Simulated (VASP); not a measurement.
# Al (Fm-3m) in VASP: single point with LDA

Aim: the single point of Al with LDA.

Program: VASP 6.6.1. These are calculated values, not measurements. Logs are shortened: lines on timing, memory, paths and dates and some standing lists are left out, and cuts for length are marked.

### 1 The cell of the first run

The structure is cubic, space group Fm-3m (No. 225). Conventional cell: a = 3.983 Å, b = 3.983 Å, c = 3.983 Å, α = 90.00°, β = 90.00°, γ = 90.00°. Within 3.7 Å of Al (site symmetry m-3m) lie 12 Al at 2.82 Å.

### 2 Single point, LDA

Input file INCAR:

```
ALGO = Normal ; EDIFF = 1E-6
ENCUT = 520 ; GGA = CA
ISIF = 2 ; ISMEAR = -1
LASPH = T ; LCHARG = F
LREAL = F ; LWAVE = F
NBANDS = 8 ; NELM = 100
PREC = Accurate ; SIGMA = 0.08
```

Input file KPOINTS:

```
k-points
0
Gamma
  16 16 16
```

Input file POSCAR:

```
Al
1.0
    0.0000000000      1.9915896829      1.9915896829
    1.9915896829      0.0000000000      1.9915896829
    1.9915896829      1.9915896829      0.0000000000
Al
1
Direct
    0.0000000000      0.0000000000      0.0000000000
```

Potentials or basis: VASP PAW LDA potentials, release 64 (Al).

On the command line:

```console
cat potpaw_LDA.64/Al/POTCAR > POTCAR
mpirun -np 1 vasp_std > vasp.out
```

OUTCAR:

```text
EDIFF = 1E-6
   ENCUT = 520
   GGA = CA
   ISIF = 2
   ISMEAR = -1
   LASPH = T
   LREAL = F
   NELM = 100
   PREC = Accurate

 ion  position               nearest neighbor table
   1  0.000  0.000  0.000-

  LATTYP: Found a face centered cubic cell.
 ALAT       =     3.9831793658

  Lattice vectors:

 A1 = (   0.0000000000,   1.9915896829,   1.9915896829)
 A2 = (   1.9915896829,   0.0000000000,   1.9915896829)
 A3 = (   1.9915896829,   1.9915896829,   0.0000000000)

Analysis of symmetry for initial positions (statically):
=====================================================================
 Subroutine PRICEL returns:
 Original cell was already a primitive cell.

 Routine SETGRP: Setting up the symmetry group for a
 face centered cubic supercell.

 Subroutine GETGRP returns: Found 48 space group operations
 (whereof 48 operations were pure point group operations)
 out of a pool of 48 trial point group operations.

The static configuration has the point symmetry O_h .

Analysis of symmetry for dynamics (positions and initial velocities):
=====================================================================
 Subroutine PRICEL returns:
 Original cell was already a primitive cell.

 Routine SETGRP: Setting up the symmetry group for a
 face centered cubic supercell.

 Subroutine GETGRP returns: Found 48 space group operations
 (whereof 48 operations were pure point group operations)
 out of a pool of 48 trial point group operations.

The dynamic configuration has the point symmetry O_h .

 Subroutine INISYM returns: Found 48 space group operations
 (whereof 48 operations are pure point group operations),
 and found     1 'primitive' translations

----------------------------------------------------------------------------------------

                                     Primitive cell

  volume of cell :      15.7990

  direct lattice vectors                    reciprocal lattice vectors
     0.000000000  1.991589683  1.991589683    -0.251055729  0.251055729  0.251055729
     1.991589683  0.000000000  1.991589683     0.251055729 -0.251055729  0.251055729
     1.991589683  1.991589683  0.000000000     0.251055729  0.251055729 -0.251055729

  length of vectors
     2.816533140  2.816533140  2.816533140     0.434841278  0.434841278  0.434841278

  position of ions in fractional coordinates (direct lattice)
     0.000000000  0.000000000  0.000000000

[... 70 lines left out ...]
   LNONCOLLINEAR =      F non collinear calculations
   LSORBIT =      F    spin-orbit coupling
   LASPH  =      T    aspherical Exc in radial PAW
   ENCUT  =  520.0 eV  38.22 Ry    6.18 a.u.   5.24  5.24  5.24*2*pi/ulx,y,z
   NELM   =    100;   NELMIN=  2; NELMDL= -5     # of ELM steps
   EDIFF  = 0.1E-05   stopping-criterion for ELM
   LREAL  =      F    real-space projection
   EDIFFG = 0.1E-04   stopping-criterion for IOM
   NSW    =      0    number of steps for IOM
   IBRION =     -1    ionic relax: 0-MD 1-quasi-New 2-CG
   NFREE  =      0    steps in history (QN), initial steepest desc. (CG)
   ISIF   =      2    stress and relaxation
   ISYM   =      2    0-nonsym 1-usesym 2-fastsym
   POTIM  = 0.5000    time-step for ionic-motion
   TEBEG  =    0.0;   TEEND  =   0.0 temperature during run
   PSTRESS=    0.0 pullay stress
   NELECT =       3.0000    total number of electrons
   NUPDOWN=      -1.0000    fix difference up-down
   EMIN   =  10.00;   EMAX   =-10.00  energy-range for DOS
   EFERMI =   0.00;   METHOD = LEGACY
   ISMEAR =    -1;   SIGMA  =   0.08  broadening in eV -4-tet -1-fermi 0-gaus
   EFERMI_NEDOS =   21; number of points for ismear=-14 and -15
   IALGO  =     38    algorithm
   IMIX   =      4    mixing-type and parameters
     AMIX     =   0.40;   BMIX     =  1.00
     AMIX_MAG =   1.60;   BMIX_MAG =  1.00
  volume/ion in A,a.u.               =      15.80       106.62
  Fermi-wavevector in a.u.,A,eV,Ry     =   0.940962  1.778160 12.046725  0.885409
  Thomas-Fermi vector in A             =   2.068426
   LORBIT       =      0    0 simple, 1 ext, 2 COOP (PROOUT), +10 PAW based schemes
   GGA     = CA    functional components
   LHFCALC =     F    Hartree Fock is set to
   AEXX    =    0.0000 exact exchange contribution
   IVDW    =     0    specifies the selected vdW correction
   LEPSILON=     F    determine dielectric tensor
   LRPA    =     F    only Hartree local field effects (RPA)
 non-spin polarized calculation
  energy-cutoff  :      520.00
  volume of cell :       15.80
 maximum number of plane-waves:       444
 NGX is ok and might be reduce to    24
   NGX = 11   NGY = 11   NGZ = 11

 number of electron       3.0000000 magnetization

 Free energy of the ion-electron system (eV)
  ---------------------------------------------------
  ext. energy  EPLUGINS =         0.00000000
  ---------------------------------------------------
  free energy    TOTEN  =        -4.20031717 eV

  energy without entropy =       -4.19364894  energy(sigma->0) =       -4.19698306

 E-fermi :   8.2842     XC(G=0): -10.5053

 val. band max:        8.2421676942   @ k =  -0.2500   0.3125   0.1250
 cond. band min:       8.3732554160   @ k =   0.4375   0.4375   0.0000
 fundamental gap:      0.1310877219
 Fermi energy:         8.2842031352

 k-point     1 :       0.0000    0.0000    0.0000
  band No.  band energies     occupation
      1      -3.1534      2.00000
      2      21.0570      0.00000
      3      21.0570      0.00000
      4      21.0570      0.00000
      5      22.7150      0.00000
      6      22.7150      0.00000
      7      22.7150      0.00000
      8      25.1797      0.00000
[... 243 lines left out ...]
 k-point    24 :      -0.0625    0.0625    0.0000
  band No.  band energies     occupation
      1      -2.8629      2.00000
      2      18.1888      0.00000
      3      18.9673      0.00000
      4      21.3394      0.00000
      5      22.8919      0.00000
      6      23.7610      0.00000
      7      24.3625      0.00000
      8      26.0061      0.00000

 [... further k-points ...]
[... 5 lines left out ...]
  --------------------------------------------------------------------------------------
  -------------------------------------------------------------------------------------
  Total        0.0105383      0.0105383      0.0105383     -0.0000000     -0.0000000     -0.0000000
  in kB        1.0686924      1.0686924      1.0686924     -0.0000000     -0.0000000     -0.0000000
  external PRESSURE =       1.0686924 kB  Pullay stress =       0.0000000 kB

 VOLUME and BASIS-vectors are now :
 -----------------------------------------------------------------------------
  energy-cutoff  :      520.00
  volume of cell :       15.80
      direct lattice vectors                 reciprocal lattice vectors
     0.000000000  1.991589683  1.991589683    -0.251055729  0.251055729  0.251055729
     1.991589683  0.000000000  1.991589683     0.251055729 -0.251055729  0.251055729
     1.991589683  1.991589683  0.000000000     0.251055729  0.251055729 -0.251055729

 POSITION                                       TOTAL-FORCE (eV/Angst)
 -----------------------------------------------------------------------------------
      0.00000      0.00000      0.00000        -0.000000     -0.000000     -0.000000
 -----------------------------------------------------------------------------------
    total drift:                               -0.000000     -0.000000     -0.000000

  FREE ENERGIE OF THE ION-ELECTRON SYSTEM (eV)
  ---------------------------------------------------
  free  energy   TOTEN  =        -4.2003171728 eV

  energy  without entropy=       -4.1936489421  energy(sigma->0) =       -4.19698306
```

Wall time 4.3 s (1 thread of Intel Xeon 6975P-C (Granite Rapids), shared host); peak memory 0.12 GiB.

What came out:

```yaml
Free_energy: -4.2003 eV
Pressure: 0.1 GPa
```

Levels at points of the mesh, in eV from the Fermi level:
```csv
k point,band 1,band 2,band 3,band 4
"(0.00, 0.00, 0.00)",-11.44,12.77,12.77,12.77
"(0.50, 0.00, 0.00)",-4.76,-4.49,11.60,11.60
"(0.50, 0.50, 0.00)",-3.04,-1.66,5.27,5.70
```
